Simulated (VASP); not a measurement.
# TaN (P6_3mc) in VASP: further runs

TaN is run at these levels: r2SCAN; tasks: single point.

All numbers are computed with VASP 6.6.1; they aren't measurements. Logs are shortened: lines on timing, memory, paths and dates and some standing lists are left out, and cuts for length are marked.

## Step 1: The cell of the first run

It takes space group P6_3mc (No. 186, hexagonal). The conventional cell has a = 3.134 Å, b = 3.134 Å, c = 6.087 Å, α = 90.00°, β = 90.00°, γ = 120.00°. Ta (site symmetry 3m) has 4 N at 1.96 to 2.11 Å within 2.6 Å. Within 2.6 Å of N (site symmetry 3m) lie 4 Ta at 1.96 to 2.11 Å.

## Step 2: Single point, r2SCAN

The input, POSCAR:

```
TaN
1.0
    3.1344588824      0.0000000000      0.0000000000
   -1.5672294412      2.7145210193      0.0000000000
    0.0000000000      0.0000000000      6.0868569544
Ta N
2 2
Direct
    0.3333333333      0.6666666667      0.0312820972
    0.6666666667      0.3333333333      0.5312820972
    0.3333333333      0.6666666667      0.3537179028
    0.6666666667      0.3333333333      0.8537179028
```

The input, INCAR.step1:

```
PREC     = Accurate       # precision mode
ENCUT    = 660            # plane-wave cutoff, eV
ISMEAR   = 0              # smearing method
SIGMA    = 0.1            # smearing width, eV
LREAL    = False          # projectors in reciprocal space
LASPH    = True           # aspherical terms in the spheres
NELM     = 120            # most SCF steps
NBANDS   = 26             # bands
GGA      = PE             # functional
ALGO     = Normal         # electronic algorithm
EDIFF    = 1E-5           # SCF threshold, eV
LWAVE    = True           # write WAVECAR
LCHARG   = False          # write CHGCAR
GGA_COMPAT= False
```

The input, INCAR.step2:

```
PREC     = Accurate       # precision mode
ENCUT    = 660            # plane-wave cutoff, eV
EDIFF    = 1E-6           # SCF threshold, eV
ISMEAR   = 0              # smearing method
SIGMA    = 0.1            # smearing width, eV
LREAL    = False          # projectors in reciprocal space
LASPH    = True           # aspherical terms in the spheres
NELM     = 120            # most SCF steps
ALGO     = Normal         # electronic algorithm
ISIF     = 2              # what is computed and relaxed
LWAVE    = False          # write WAVECAR
LCHARG   = True           # write CHGCAR
METAGGA  = R2SCAN         # meta-GGA
LMIXTAU  = True         
LELF     = True           # ELF
LVHAR    = True         
NBANDS   = 26             # bands
ISTART   = 1            
GGA_COMPAT= False
```

The input, KPOINTS:

```
regular mesh
0
Gamma
  18 18 8
```

Potentials or basis: VASP PAW PBE potentials, release 64 (Ta_sv_GW, N).

The run is started by

```
> cat potpaw_PBE.64/Ta_sv_GW/POTCAR potpaw_PBE.64/N/POTCAR > POTCAR
> cp INCAR.step1 INCAR
> mpirun -np 1 vasp_std > vasp.out
> cp INCAR.step2 INCAR
> mpirun -np 1 vasp_std > vasp.out
```

OUTCAR:

```text
PREC = Accurate
   ENCUT = 660
   EDIFF = 1E-6
   ISMEAR = 0
   LREAL = False
   LASPH = True
   NELM = 120
   ISIF = 2
   METAGGA = R2SCAN
   ISTART = 1

 ion  position               nearest neighbor table
   1  0.333  0.667  0.031-   3 1.96   4 2.11   4 2.11   4 2.11
   2  0.667  0.333  0.531-   4 1.96   3 2.11   3 2.11   3 2.11
   3  0.333  0.667  0.354-   1 1.96   2 2.11   2 2.11   2 2.11
   4  0.667  0.333  0.854-   2 1.96   1 2.11   1 2.11   1 2.11

  LATTYP: Found a hexagonal cell.
 ALAT       =     3.1344588824
 C/A-ratio  =     1.9419163507

  Lattice vectors:

 A1 = (   3.1344588824,   0.0000000000,   0.0000000000)
 A2 = (  -1.5672294412,   2.7145210193,   0.0000000000)
 A3 = (   0.0000000000,   0.0000000000,   6.0868569544)

Analysis of symmetry for initial positions (statically):
=====================================================================
 Subroutine PRICEL returns:
 Original cell was already a primitive cell.

 Routine SETGRP: Setting up the symmetry group for a
 hexagonal supercell.

 Subroutine GETGRP returns: Found 12 space group operations
 (whereof  6 operations were pure point group operations)
 out of a pool of 24 trial point group operations.

The static configuration has the point symmetry C_3v.
 The point group associated with its full space group is C_6v.

Analysis of symmetry for dynamics (positions and initial velocities):
=====================================================================
 Subroutine PRICEL returns:
 Original cell was already a primitive cell.

 Routine SETGRP: Setting up the symmetry group for a
 hexagonal supercell.

 Subroutine GETGRP returns: Found 12 space group operations
 (whereof  6 operations were pure point group operations)
 out of a pool of 24 trial point group operations.

The dynamic configuration has the point symmetry C_3v.
 The point group associated with its full space group is C_6v.

 Subroutine INISYM returns: Found 12 space group operations
 (whereof  6 operations are pure point group operations),
 and found     1 'primitive' translations

----------------------------------------------------------------------------------------

                                     Primitive cell

  volume of cell :      51.7904

  direct lattice vectors                    reciprocal lattice vectors
     3.134458882  0.000000000  0.000000000     0.319034333  0.184194558  0.000000000
    -1.567229441  2.714521019  0.000000000     0.000000000  0.368389116  0.000000000
     0.000000000  0.000000000  6.086856954     0.000000000  0.000000000  0.164288402

  length of vectors
     3.134458882  3.134458882  6.086856954     0.368389116  0.368389116  0.164288402

  position of ions in fractional coordinates (direct lattice)
     0.333333333  0.666666667  0.031282097
     0.666666667  0.333333333  0.531282097
     0.333333333  0.666666667  0.353717903
     0.666666667  0.333333333  0.853717903

  ion indices of the primitive-cell ions
   primitive index   ion index
                 1           1
                 2           2
                 3           3
                 4           4

----------------------------------------------------------------------------------------

 KPOINTS: regular mesh

Automatic generation of k-mesh.
 Grid dimensions read from file:
 generate k-points for:   18   18    8

 Generating k-lattice:

  Cartesian coordinates                     Fractional coordinates (reciprocal lattice)
     0.017724130  0.010233031  0.000000000     0.055555556  0.000000000  0.000000000
     0.000000000  0.020466062  0.000000000     0.000000000  0.055555556  0.000000000
     0.000000000  0.000000000  0.020536050     0.000000000  0.000000000  0.125000000

  Length of vectors
     0.020466062  0.020466062  0.020536050

  Shift w.r.t. Gamma in fractional coordinates (k-lattice)
     0.000000000  0.000000000  0.000000000

 Subroutine IBZKPT returns following result:
 ===========================================

 Found    185 irreducible k-points:

 Following reciprocal coordinates:
            Coordinates               Weight
  0.000000  0.000000  0.000000      1.000000
  0.055556 -0.000000  0.000000      6.000000
  0.111111 -0.000000  0.000000      6.000000
  0.166667 -0.000000  0.000000      6.000000
  0.222222  0.000000  0.000000      6.000000
  0.277778 -0.000000  0.000000      6.000000
[... 16 lines left out ...]
  0.333333  0.111111  0.000000     12.000000
  0.388889  0.111111  0.000000     12.000000
 [... further k-points ...]
   k-points           NKPTS =    185   k-points in BZ     NKDIM =    185   number of bands    NBANDS=     26
   number of dos      NEDOS =    301   number of ions     NIONS =      4
   total plane-waves  NPLWV =  42336
   dimension x,y,z NGX =    28 NGY =   28 NGZ =   54
   dimension x,y,z NGXF=    56 NGYF=   56 NGZF=  108
   ions per type =               2   2
   NGX,Y,Z   is equivalent  to a cutoff of  14.85, 14.85, 14.75 a.u.
   NGXF,Y,Z  is equivalent  to a cutoff of  29.70, 29.70, 29.50 a.u.
 SYSTEM =  unknown system
   PREC   = accura    normal or accurate (medium, high low for compatibility)
   ISTART =      1    job   : 0-new  1-cont  2-samecut
   ICHARG =      0    charge: 1-file 2-atom 10-const
   ISPIN  =      1    spin polarized calculation?
   LNONCOLLINEAR =      F non collinear calculations
   LSORBIT =      F    spin-orbit coupling
   LASPH  =      T    aspherical Exc in radial PAW
   ENCUT  =  660.0 eV  48.51 Ry    6.96 a.u.   6.57  6.57 12.75*2*pi/ulx,y,z
   NELM   =    120;   NELMIN=  2; NELMDL=  0     # of ELM steps
   EDIFF  = 0.1E-05   stopping-criterion for ELM
   LREAL  =      F    real-space projection
   EDIFFG = 0.1E-04   stopping-criterion for IOM
   NSW    =      0    number of steps for IOM
   IBRION =     -1    ionic relax: 0-MD 1-quasi-New 2-CG
   NFREE  =      0    steps in history (QN), initial steepest desc. (CG)
   ISIF   =      2    stress and relaxation
   ISYM   =      2    0-nonsym 1-usesym 2-fastsym
   POTIM  = 0.5000    time-step for ionic-motion
   TEBEG  =    0.0;   TEEND  =   0.0 temperature during run
   PSTRESS=    0.0 pullay stress
   NELECT =      36.0000    total number of electrons
   NUPDOWN=      -1.0000    fix difference up-down
   EMIN   =  10.00;   EMAX   =-10.00  energy-range for DOS
   EFERMI =   0.00;   METHOD = LEGACY
   ISMEAR =     0;   SIGMA  =   0.10  broadening in eV -4-tet -1-fermi 0-gaus
   EFERMI_NEDOS =   21; number of points for ismear=-14 and -15
   IALGO  =     38    algorithm
   IMIX   =      4    mixing-type and parameters
     AMIX     =   0.40;   BMIX     =  1.00
     AMIX_MAG =   1.60;   BMIX_MAG =  1.00
  volume/ion in A,a.u.               =      12.95        87.37
  Fermi-wavevector in a.u.,A,eV,Ry     =   1.450194  2.740469 28.613896  2.103062
  Thomas-Fermi vector in A             =   2.567834
   LORBIT       =      0    0 simple, 1 ext, 2 COOP (PROOUT), +10 PAW based schemes
   METAGGA = R2SCAN    functional components
   LHFCALC =     F    Hartree Fock is set to
   AEXX    =    0.0000 exact exchange contribution
   IVDW    =     0    specifies the selected vdW correction
   LEPSILON=     F    determine dielectric tensor
   LRPA    =     F    only Hartree local field effects (RPA)
 non-spin polarized calculation
 Gauss-broadening in eV      SIGMA  =   0.10
  energy-cutoff  :      660.00
  volume of cell :       51.79
 maximum number of plane-waves:      2042
 NGX is ok and might be reduce to    28
   NGX = 13   NGY = 13   NGZ = 25

 number of electron      36.0000002 magnetization

 Free energy of the ion-electron system (eV)
  ---------------------------------------------------
  ext. energy  EPLUGINS =         0.00000000
  ---------------------------------------------------
  free energy    TOTEN  =      -124.18593449 eV

  energy without entropy =     -124.18234942  energy(sigma->0) =     -124.18414196

 E-fermi :  10.0705     XC(G=0): -13.2955

 val. band max:       10.0393443954   @ k =   0.0556  -0.0000   0.3750
 cond. band min:      10.0723751176   @ k =   0.1111  -0.0000   0.1250
 fundamental gap:      0.0330307222
 Fermi energy:        10.0704993911

 k-point     1 :       0.0000    0.0000    0.0000
  band No.  band energies     occupation
      1     -60.7590      2.00000
      2     -60.7476      2.00000
      3     -26.9108      2.00000
      4     -26.5428      2.00000
      5     -26.2732      2.00000
      6     -26.2732      2.00000
[... 18 lines left out ...]
     25      15.5733      0.00000
     26      16.8924      0.00000

 k-point     2 :       0.0556   -0.0000    0.0000
  band No.  band energies     occupation
      1     -60.7578      2.00000
      2     -60.7466      2.00000
      3     -26.9057      2.00000
      4     -26.5423      2.00000
      5     -26.2911      2.00000
      6     -26.2776      2.00000
[... 18 lines left out ...]
     25      15.7933      0.00000
     26      16.6881      0.00000

 k-point     3 :       0.1111   -0.0000    0.0000
  band No.  band energies     occupation
      1     -60.7546      2.00000
      2     -60.7438      2.00000
      3     -26.8909      2.00000
      4     -26.5413      2.00000
      5     -26.3424      2.00000
      6     -26.3150      2.00000
[... 18 lines left out ...]
     25      16.3790      0.00000
     26      16.4071      0.00000

 k-point     4 :       0.1667   -0.0000    0.0000
  band No.  band energies     occupation
      1     -60.7495      2.00000
      2     -60.7395      2.00000
      3     -26.8678      2.00000
      4     -26.5404      2.00000
      5     -26.4202      2.00000
      6     -26.3955      2.00000
[... 18 lines left out ...]
     25      16.1479      0.00000
     26      17.2137      0.00000
[... 496 lines left out ...]
      1     -60.7285      2.00000
      2     -60.7223      2.00000
      3     -26.7834      2.00000
      4     -26.6977      2.00000
      5     -26.6682      2.00000
      6     -26.5473      2.00000
[... 18 lines left out ...]
     25      16.1139      0.00000
     26      16.8041      0.00000

 k-point    23 :       0.3333    0.1111    0.0000
  band No.  band energies     occupation
      1     -60.7234      2.00000
      2     -60.7186      2.00000
      3     -26.8035      2.00000
      4     -26.7576      2.00000
      5     -26.6851      2.00000
      6     -26.5557      2.00000
[... 18 lines left out ...]
     25      16.0894      0.00000
     26      16.3707      0.00000

 k-point    24 :       0.3889    0.1111    0.0000
  band No.  band energies     occupation
      1     -60.7200      2.00000
      2     -60.7162      2.00000
      3     -26.8358      2.00000
      4     -26.7962      2.00000
      5     -26.6733      2.00000
      6     -26.5647      2.00000
[... 18 lines left out ...]
     25      15.5585      0.00000
     26      16.4527      0.00000

 [... further k-points ...]

------------------------ aborting loop because EDIFF is reached ----------------------------------------

  FORCE on cell =-STRESS in cart. coord.  units (eV):
  Direction    XX          YY          ZZ          XY          YZ          ZX
  --------------------------------------------------------------------------------------
  -------------------------------------------------------------------------------------
  Total       -0.0174344     -0.0174344      0.1685870     -0.0000000     -0.0000000      0.0000000
  in kB       -0.5393482     -0.5393482      5.2153786     -0.0000000     -0.0000000      0.0000000
  external PRESSURE =       1.3788941 kB  Pullay stress =       0.0000000 kB

 VOLUME and BASIS-vectors are now :
 -----------------------------------------------------------------------------
  energy-cutoff  :      660.00
  volume of cell :       51.79
      direct lattice vectors                 reciprocal lattice vectors
     3.134458882  0.000000000  0.000000000     0.319034333  0.184194558  0.000000000
    -1.567229441  2.714521019  0.000000000     0.000000000  0.368389116  0.000000000
     0.000000000  0.000000000  6.086856954     0.000000000  0.000000000  0.164288402

 POSITION                                       TOTAL-FORCE (eV/Angst)
 -----------------------------------------------------------------------------------
     -0.00000      1.80968      0.19041        -0.000000     -0.000000     -0.027523
      1.56723      0.90484      3.23384         0.000000      0.000000     -0.027523
     -0.00000      1.80968      2.15303        -0.000000      0.000000      0.027523
      1.56723      0.90484      5.19646         0.000000     -0.000000      0.027523
 -----------------------------------------------------------------------------------
    total drift:                               -0.000001      0.000000      0.000089

  FREE ENERGIE OF THE ION-ELECTRON SYSTEM (eV)
  ---------------------------------------------------
  free  energy   TOTEN  =      -124.1859344886 eV

  energy  without entropy=     -124.1823494244  energy(sigma->0) =     -124.18414196
```

Wall time 18 min (1 thread of Intel Xeon Platinum 8488C (Sapphire Rapids), shared host); peak memory 0.46 GiB.

What came out:

| Property | Result |
| --- | --- |
| Free energy | -124.1859 eV |
| Pressure | 0.1 GPa |
| Largest force | 0.028 eV/Å |
| Band gap on the k mesh | zero (bands 18 and 19 overlap by 0.26 eV) |

Forces in eV/Å, atoms in the order of the input:
```
Ta   0.000  0.000 -0.028
Ta   0.000  0.000 -0.028
N    0.000  0.000  0.028
N    0.000  0.000  0.028
```

Levels at points of the mesh, in eV from the Fermi level:
| k point | band 15 | band 16 | band 17 | band 18 | band 19 | band 20 | band 21 | band 22 |
| --- | --- | --- | --- | --- | --- | --- | --- | --- |
| (0.00, 0.00, 0.00) | -4.77 | -4.77 | -0.86 | -0.86 | 0.21 | 0.21 | 2.38 | 2.38 |
| (0.50, 0.00, 0.00) | -5.13 | -3.95 | -2.41 | -0.64 | 1.21 | 2.37 | 2.81 | 3.63 |
| (0.00, 0.00, 0.50) | -5.29 | -5.29 | 0.09 | 0.09 | 1.06 | 1.06 | 1.06 | 1.06 |
| (0.50, 0.00, 0.50) | -5.09 | -5.09 | -1.05 | -1.05 | 1.61 | 1.61 | 3.52 | 3.52 |

Caveat: the PAW data sets were made with another functional, which shifts forces and pressure a little; spin-orbit coupling is left out, which moves the levels of the heavy elements.

(Part 1 of 2 ends here.)
